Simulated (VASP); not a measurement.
Input of a VASP 6.6.1 run:

Contents of POSCAR:

```
Zr
1.0
    3.2466439786      0.0000000000      0.0000000000
   -1.6233219893      2.8116761625      0.0000000000
    0.0000000000      0.0000000000      5.1496488093
Zr
2
Direct
    0.3333333333      0.6666666667      0.2500000000
    0.6666666667      0.3333333333      0.7500000000
```

Contents of INCAR.step1:

```
PREC = Accurate
ENCUT = 520
ISMEAR = -1
SIGMA = 0.02
LREAL = False
LASPH = True
NELM = 100
NBANDS = 19
GGA = PE
ALGO = Normal
EDIFF = 1E-4
LWAVE = True
LCHARG = False
```

INCAR.step2

```
PREC = Accurate
ENCUT = 520
EDIFF = 1E-6
ISMEAR = -1
SIGMA = 0.02
LREAL = False
LASPH = True
NELM = 100
ALGO = Normal
ISIF = 2
LWAVE = False
LCHARG = False
METAGGA = R2SCAN
LMIXTAU = True
NBANDS = 19
ISTART = 1
```

KPOINTS

```
Automatic mesh
0
Gamma
  12 12 4
```

Potentials or basis: VASP PAW PBE potentials, release 64 (Zr_sv).

Launch:

```console
$ cat potpaw_PBE.64/Zr_sv/POTCAR > POTCAR
$ cp INCAR.step1 INCAR
$ mpirun -np 1 vasp_std > vasp.out
$ cp INCAR.step2 INCAR
$ mpirun -np 1 vasp_std > vasp.out
```

**Question.** Predict the pressure.

**Answer.** 0.0 GPa.

**Question.** Estimate the band gap on the k mesh.

**Answer.** Zero (bands 12 and 13 overlap by 1.12 eV).

Caveat: the PAW data sets were made with another functional, which shifts forces and pressure a little.
